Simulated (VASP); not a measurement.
The system is K.

```
CELL_PARAMETERS angstrom
6.28478 -4.98690 0.00000
6.28478 4.98690 0.00000
0.00000 0.00000 9.76708
ATOMIC_POSITIONS crystal
K 0.74679 0.74679 0.50000
K 0.25321 0.25321 0.50000
K 0.23910 0.76090 0.26131
K 0.73910 0.26090 0.23869
K 0.75321 0.75321 0.00000
K 0.24679 0.24679 0.00000
K 0.26090 0.73910 0.76131
K 0.76090 0.23910 0.73869
```

| Item | Value |
| --- | --- |
| Program | VASP 6.6.1 |
| Task | relaxation of cell and atoms |
| Functional | PBE |
| Potentials or basis | VASP PAW PBE potentials, release 64 (K_sv) |
| Cutoff | 500 eV |
| k mesh | 6 × 6 × 4 |
| Occupations | gaussian, width 0.1 eV |
| Spin | no spin polarisation |

At the start: pressure -0.1 GPa; volume 76.53 Å³/atom.

Task: How do energy, volume and symmetry change on relaxing?

Result: Over 17 steps the energy falls by 3.1 meV/atom and the volume is 73.72 Å³/atom (-3.7 %); space group Cmce (No. 64, to 0.1 Å) before, I4/mmm (No. 139, to 0.1 Å).

The path:
```csv
step,energy change (eV),largest force (eV/Å),pressure (GPa),volume (Å³)
1,0.0000,0.0289,-0.12,612.23
2,-0.0044,0.0289,-0.10,607.04
3,-0.0118,0.0291,-0.01,591.65
4,-0.0122,0.0292,0.02,586.63
5,-0.0132,0.0285,0.02,586.97
6,-0.0153,0.0266,0.01,587.96
7,-0.0162,0.0226,0.00,589.83
8,-0.0164,0.0240,0.00,589.23
9,-0.0177,0.0219,0.00,590.45
10,-0.0206,0.0163,-0.02,594.07
11,-0.0220,0.0067,-0.06,601.12
12,-0.0227,0.0056,-0.06,599.82
13,-0.0241,0.0024,-0.03,595.88
14,-0.0243,0.0067,0.01,587.94
15,-0.0247,0.0045,-0.01,591.53
16,-0.0249,0.0043,-0.01,591.09
17,-0.0251,0.0035,0.00,589.77
```

Final structure:
```
CELL_PARAMETERS angstrom
6.54479 -4.71580 0.00000
6.54479 4.71580 0.00000
0.00000 0.00000 9.55432
ATOMIC_POSITIONS crystal
K 0.75068 0.75068 0.50000
K 0.24932 0.24932 0.50000
K 0.25008 0.74992 0.24975
K 0.75008 0.24992 0.25025
K 0.74932 0.74932 0.00000
K 0.25068 0.25068 0.00000
K 0.24992 0.75008 0.74975
K 0.74992 0.25008 0.75025
```
